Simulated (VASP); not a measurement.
# Ti3Al (Fm-3m) in VASP: notebook, part 2 of 2

VASP 6.6.1.

### Step 7. Single point, PBEsol, collinear spin, ferromagnetic start

This run uses another cell than the first one, of 18.28 Å³/atom, 1.286 times its volume.

INCAR

```
SYSTEM = Ti3Al
PREC = Accurate ; ENCUT = 520
EDIFF = 1E-6 ; ISMEAR = 0
SIGMA = 0.15 ; LREAL = .False.
LASPH = .True. ; NELM = 150
ALGO = Fast ; ISIF = 2
LWAVE = .False. ; LCHARG = .False.
ISPIN = 2 ; MAGMOM = 0.6 0.6 0.6 0
LORBIT = 11 ; NUPDOWN = 1.8
LMAXMIX = 4 ; GGA = PS
NBANDS = 32
```

KPOINTS

```
Automatic mesh
0
Gamma
  12 12 12
  0 0 0
```

POSCAR

```
Ti3Al
1.0
    0.0000000000      3.3188998145      3.3188998145
    3.3188998145      0.0000000000      3.3188998145
    3.3188998145      3.3188998145      0.0000000000
Ti Al
3 1
Direct
    0.7500000000      0.7500000000      0.7500000000
    0.2500000000      0.2500000000      0.2500000000
    0.0000000000      0.0000000000      0.0000000000
    0.5000000000      0.5000000000      0.5000000000
```

Potentials or basis: VASP PAW PBE potentials, release 64 (Ti_sv, Al).

On the command line:

```bash
$ cat potpaw_PBE.64/Ti_sv/POTCAR potpaw_PBE.64/Al/POTCAR > POTCAR
$ mpirun -np 1 vasp_std > vasp.out
```

OUTCAR:

```text
SYSTEM = Ti3Al
   PREC = Accurate
   ENCUT = 520
   EDIFF = 1E-6
   ISMEAR = 0
   LREAL = .False.
   LASPH = .True.
   NELM = 150
   ISIF = 2
   ISPIN = 2
   LORBIT = 11
   NUPDOWN = 1.8
   GGA = PS

 ion  position               nearest neighbor table
   1  0.750  0.750  0.750-   4 2.87   4 2.87   4 2.87   3 2.87   4 2.87   3 2.87   3 2.87   3 2.87

   2  0.250  0.250  0.250-   3 2.87   3 2.87   3 2.87   3 2.87   4 2.87   4 2.87   4 2.87   4 2.87

   3  0.000  0.000  0.000-   1 2.87   1 2.87   1 2.87   1 2.87   2 2.87   2 2.87   2 2.87   2 2.87

   4  0.500  0.500  0.500-   2 2.87   2 2.87   2 2.87   1 2.87   2 2.87   1 2.87   1 2.87   1 2.87

  LATTYP: Found a face centered cubic cell.
 ALAT       =     6.6377996290

  Lattice vectors:

 A1 = (   0.0000000000,   3.3188998145,   3.3188998145)
 A2 = (   3.3188998145,   0.0000000000,   3.3188998145)
 A3 = (   3.3188998145,   3.3188998145,   0.0000000000)

Analysis of symmetry for initial positions (statically):
=====================================================================
 Subroutine PRICEL returns:
 Original cell was already a primitive cell.

 Routine SETGRP: Setting up the symmetry group for a
 face centered cubic supercell.

 Subroutine GETGRP returns: Found 48 space group operations
 (whereof 48 operations were pure point group operations)
 out of a pool of 48 trial point group operations.

The static configuration has the point symmetry O_h .

Analysis of symmetry for dynamics (positions and initial velocities):
=====================================================================
 Subroutine PRICEL returns:
 Original cell was already a primitive cell.

 Routine SETGRP: Setting up the symmetry group for a
 face centered cubic supercell.

 Subroutine GETGRP returns: Found 48 space group operations
 (whereof 48 operations were pure point group operations)
 out of a pool of 48 trial point group operations.

The dynamic configuration has the point symmetry O_h .

Analysis of structural, dynamic, and magnetic symmetry:
=====================================================================
 Subroutine PRICEL returns:
 Original cell was already a primitive cell.

 Routine SETGRP: Setting up the symmetry group for a
 face centered cubic supercell.

 Subroutine GETGRP returns: Found 48 space group operations
 (whereof 48 operations were pure point group operations)
 out of a pool of 48 trial point group operations.

The overall configuration has the point symmetry O_h .

 Subroutine INISYM returns: Found 48 space group operations
 (whereof 48 operations are pure point group operations),
 and found     1 'primitive' translations

----------------------------------------------------------------------------------------

                                     Primitive cell

  volume of cell :      73.1160

  direct lattice vectors                    reciprocal lattice vectors
     0.000000000  3.318899814  3.318899814    -0.150652333  0.150652333  0.150652333
     3.318899814  0.000000000  3.318899814     0.150652333 -0.150652333  0.150652333
     3.318899814  3.318899814  0.000000000     0.150652333  0.150652333 -0.150652333

  length of vectors
     4.693633130  4.693633130  4.693633130     0.260937495  0.260937495  0.260937495

  position of ions in fractional coordinates (direct lattice)
     0.750000000  0.750000000  0.750000000
     0.250000000  0.250000000  0.250000000
     0.000000000  0.000000000  0.000000000
[... 83 lines left out ...]
   NSW    =      0    number of steps for IOM
   IBRION =     -1    ionic relax: 0-MD 1-quasi-New 2-CG
   NFREE  =      0    steps in history (QN), initial steepest desc. (CG)
   ISIF   =      2    stress and relaxation
   ISYM   =      2    0-nonsym 1-usesym 2-fastsym
   POTIM  = 0.5000    time-step for ionic-motion
   TEBEG  =    0.0;   TEEND  =   0.0 temperature during run
   PSTRESS=    0.0 pullay stress
   NELECT =      39.0000    total number of electrons
   NUPDOWN=       1.8000    fix difference up-down
   EMIN   =  10.00;   EMAX   =-10.00  energy-range for DOS
   EFERMI =   0.00;   METHOD = LEGACY
   ISMEAR =     0;   SIGMA  =   0.15  broadening in eV -4-tet -1-fermi 0-gaus
   EFERMI_NEDOS =   21; number of points for ismear=-14 and -15
   IALGO  =     68    algorithm
   IMIX   =      4    mixing-type and parameters
     AMIX     =   0.40;   BMIX     =  1.00
     AMIX_MAG =   1.60;   BMIX_MAG =  1.00
  volume/ion in A,a.u.               =      18.28       123.35
  Fermi-wavevector in a.u.,A,eV,Ry     =   1.327676  2.508945 23.983323  1.762725
  Thomas-Fermi vector in A             =   2.456971
   LORBIT       =     11    0 simple, 1 ext, 2 COOP (PROOUT), +10 PAW based schemes
   GGA     = PS    functional components
   LHFCALC =     F    Hartree Fock is set to
   AEXX    =    0.0000 exact exchange contribution
   IVDW    =     0    specifies the selected vdW correction
   LEPSILON=     F    determine dielectric tensor
   LRPA    =     F    only Hartree local field effects (RPA)
 spin polarized calculation
 RMM-DIIS sequential band-by-band and
 Gauss-broadening in eV      SIGMA  =   0.15
  energy-cutoff  :      520.00
  volume of cell :       73.12
 maximum number of plane-waves:      1996
   NGX = 17   NGY = 17   NGZ = 17

 number of electron      38.9999997 magnetization       1.8000000

 Free energy of the ion-electron system (eV)
  ---------------------------------------------------
  ext. energy  EPLUGINS =         0.00000000
  ---------------------------------------------------
  free energy    TOTEN  =       -29.45805747 eV

  energy without entropy =      -29.39078647  energy(sigma->0) =      -29.42442197

 E-fermi :   7.2208     XC(G=0): -11.0046

 val. band max:        7.2106021133   @ k =  -0.4167   0.3333   0.1667
 cond. band min:       7.1740310991   @ k =  -0.3333   0.2500   0.0000
 fundamental gap:     -0.0365710142
 Fermi energy:         7.1688905164

 spin component 1

 k-point     1 :       0.0000    0.0000    0.0000
  band No.  band energies     occupation
      1     -49.4933      1.00000
      2     -49.4231      1.00000
      3     -49.3519      1.00000
      4     -25.9015      1.00000
      5     -25.9015      1.00000
      6     -25.9015      1.00000
[... 805 lines left out ...]
     30      11.0393      0.00000
     31      11.2873      0.00000

 [... further k-points ...]

 spin component 2

 k-point     1 :       0.0000    0.0000    0.0000
  band No.  band energies     occupation
      1     -49.2790      1.00000
      2     -49.2492      1.00000
      3     -48.5472      1.00000
      4     -25.6504      1.00000
      5     -25.6504      1.00000
      6     -25.6504      1.00000
[... 805 lines left out ...]
     30      11.3704      0.00000
     31      11.5594      0.00000

 [... further k-points ...]

 [bands above 31 left out]

------------------------ aborting loop because EDIFF is reached ----------------------------------------

  FORCE on cell =-STRESS in cart. coord.  units (eV):
  Direction    XX          YY          ZZ          XY          YZ          ZX
  --------------------------------------------------------------------------------------
  -------------------------------------------------------------------------------------
  Total       -5.0230125     -5.0230125     -5.0230125     -0.0000000     -0.0000000      0.0000000
  in kB     -110.0683404   -110.0683404   -110.0683404     -0.0000000     -0.0000000      0.0000000
  external PRESSURE =    -110.0683404 kB  Pullay stress =       0.0000000 kB

 VOLUME and BASIS-vectors are now :
 -----------------------------------------------------------------------------
  energy-cutoff  :      520.00
  volume of cell :       73.12
      direct lattice vectors                 reciprocal lattice vectors
     0.000000000  3.318899814  3.318899814    -0.150652333  0.150652333  0.150652333
     3.318899814  0.000000000  3.318899814     0.150652333 -0.150652333  0.150652333
     3.318899814  3.318899814  0.000000000     0.150652333  0.150652333 -0.150652333

 POSITION                                       TOTAL-FORCE (eV/Angst)
 -----------------------------------------------------------------------------------
      4.97835      4.97835      4.97835         0.000000      0.000000      0.000000
      1.65945      1.65945      1.65945        -0.000000      0.000000     -0.000000
      0.00000      0.00000      0.00000        -0.000000     -0.000000      0.000000
      3.31890      3.31890      3.31890        -0.000000     -0.000000      0.000000
 -----------------------------------------------------------------------------------
    total drift:                                0.000000      0.000000      0.000000

  FREE ENERGIE OF THE ION-ELECTRON SYSTEM (eV)
  ---------------------------------------------------
  free  energy   TOTEN  =       -29.4580574736 eV

  energy  without entropy=      -29.3907864719  energy(sigma->0) =      -29.42442197

 total charge

# of ion       s       p       d       tot
------------------------------------------
    1        2.200   6.107   1.857  10.164
    2        2.200   6.107   1.857  10.164
    3        2.235   6.081   1.920  10.236
    4        0.398   0.384   0.000   0.782
--------------------------------------------------
tot          7.034  18.679   5.633  31.346

 magnetization (x)

# of ion       s       p       d       tot
------------------------------------------
    1        0.002   0.025   0.176   0.203
    2        0.002   0.025   0.176   0.203
    3        0.012   0.025   0.910   0.947
    4       -0.006  -0.013   0.000  -0.019
--------------------------------------------------
tot          0.010   0.062   1.262   1.334
```

OSZICAR:

```text
N       E                     dE             d eps       ncg     rms          rms(c)
DAV:   1     0.466601169361E+03    0.46660E+03   -0.18602E+04  9216   0.138E+03
DAV:   2     0.163605253217E+02   -0.45024E+03   -0.43792E+03  9320   0.444E+02
DAV:   3    -0.290592583705E+02   -0.45420E+02   -0.44207E+02 15656   0.125E+02
[... 29 lines left out ...]
RMM:  33    -0.294580509020E+02   -0.29488E-05   -0.32744E-05 10839   0.141E-02    0.513E-03
RMM:  34    -0.294580528559E+02   -0.19539E-05   -0.22036E-05 10671   0.127E-02    0.529E-03
RMM:  35    -0.294580545998E+02   -0.17439E-05   -0.19622E-05 10572   0.114E-02    0.541E-03
RMM:  36    -0.294580557673E+02   -0.11675E-05   -0.13498E-05 10308   0.103E-02    0.544E-03
RMM:  37    -0.294580568115E+02   -0.10442E-05   -0.11795E-05 10091   0.932E-03    0.559E-03
RMM:  38    -0.294580574736E+02   -0.66214E-06   -0.83656E-06 10164   0.855E-03
   1 F= -.29458057E+02 E0= -.29424422E+02  d E =-.672710E-01  mag=     1.8000
```

Wall time 31 min (1 thread of Oxide Virtual Turin-like, shared host); peak memory 0.37 GiB.

Results:

| Quantity | Value |
| --- | --- |
| Free energy | -29.4581 eV |
| Pressure | -11.0 GPa |
| Net moment | 1.80 μB per cell |
| Site moments | Ti +0.20, +0.95; Al -0.02 μB |
| Valence electrons inside the program's atomic spheres | Ti 10.16, 10.24; Al 0.78 |

Caveat: the PAW data sets were made with another functional, which shifts forces and pressure a little; the total moment is fixed, so each spin has its own Fermi level.

### Step 8. Summary

| fixed moment (μB) | cell | pressure (GPa) | moment (μB) |
| --- | --- | --- | --- |
| 0.6 | a = 4.316 Å, angles 60.0°, 4 atoms | 19.3 | 0.60 |
| 1.2 | a = 4.316 Å, angles 60.0°, 4 atoms | 19.7 | 1.20 |
| 3.0 | a = 4.694 Å, angles 60.0°, 4 atoms | -10.2 | 3.00 |
| 0.6 | a = 4.694 Å, angles 60.0°, 4 atoms | -11.7 | 0.60 |
| 0.3 | a = 4.605 Å, angles 60.0°, 4 atoms | -7.1 | 0.30 |
| 1.8 | a = 4.694 Å, angles 60.0°, 4 atoms | -11.0 | 1.80 |

Alike in all rows: task single point; level PBEsol; potentials or basis VASP PAW PBE potentials, release 64 (Ti_sv, Al); spin collinear, ferromagnetic start; k mesh 12 × 12 × 12; cutoff (eV) 520; smearing gaussian 0.15 eV.

Caveats: the PAW data sets were made with another functional, which shifts forces and pressure a little; the total moment is fixed, so each spin has its own Fermi level.

Total energies depend on the potentials used, so only differences within one code and one set of settings carry meaning.
